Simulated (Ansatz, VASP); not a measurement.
## NaCl in VASP and in Ansatz

```
Na Cl
1.0
     2.80162    0.00000    0.00000
     0.00000    2.80162    0.00000
     0.00000    0.00000    2.80162
Na Cl
1 1
Direct
  0.00000 0.00000 0.00000
  0.50000 0.50000 0.50000
```

Change from the starting cell: volume scaled by 0.94, crystal datasets.

Alike in both runs: task electric field gradients; functional PBEsol; k mesh 8 × 8 × 8; occupations fermi-dirac, width 0.02 eV; no spin polarisation.

|  | VASP | Ansatz |
| --- | --- | --- |
| version | VASP 6.6.1 | Ansatz 0.2.0 |
| potentials or method | VASP PAW PBE potentials, release 64 (Na_pv, Cl), cutoff 400 eV | all-electron PAW with datasets made for the crystal, scalar-relativistic |

Ansatz gave:

* gap on the k mesh at the Fermi level (eV): 3.88
* pressure (GPa): 76.1

Problem. What did VASP give for the same quantities?

Solution. gap on the k mesh at the Fermi level (eV): 3.93; pressure (GPa): 76.6.

VASP's potentials were made for PBE, not for PBEsol. Both programs put the cell under a high pressure, so it lies far from rest at this level. Ansatz ran all-electron here, and VASP with PAW potentials.

Noted on VASP's run: the cell as given lies far from equilibrium.
